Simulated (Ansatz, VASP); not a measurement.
## One calculation of GaN, two programs

```
CELL_PARAMETERS angstrom
2.26038 2.26038 0.00000
-2.26038 2.26038 0.00000
0.00000 2.26038 2.23676
ATOMIC_POSITIONS crystal
Ga 0.00000 0.00000 0.00000
N 0.25000 0.75000 0.50000
```

Change from the starting cell: film at in-plane strain +0.005.

Alike in both runs: task single point; functional PBEsol; k mesh 10 × 10 × 10; non-collinear spin, spin-orbit coupling.

```csv
,VASP,Ansatz
version,VASP 6.6.1,Ansatz 0.2.0
potentials or method,"VASP PAW PBE potentials, release 64 (Ga_d, N), cutoff 520 eV",all-electron LAPW
occupations,"gaussian, width 0.01 eV",fixed
```

```tsv
	VASP	Ansatz	Ansatz less VASP
pressure (GPa)	-1.1	-0.9	+0.18
traceless stress, the component that is largest in VASP (GPa)	0.85	0.85	-0.005
net moment per atom (μB)	0.00	0.00	0.000
```

VASP's potentials were made for PBE, not for PBEsol. Ansatz ran all-electron here, and VASP with PAW potentials.
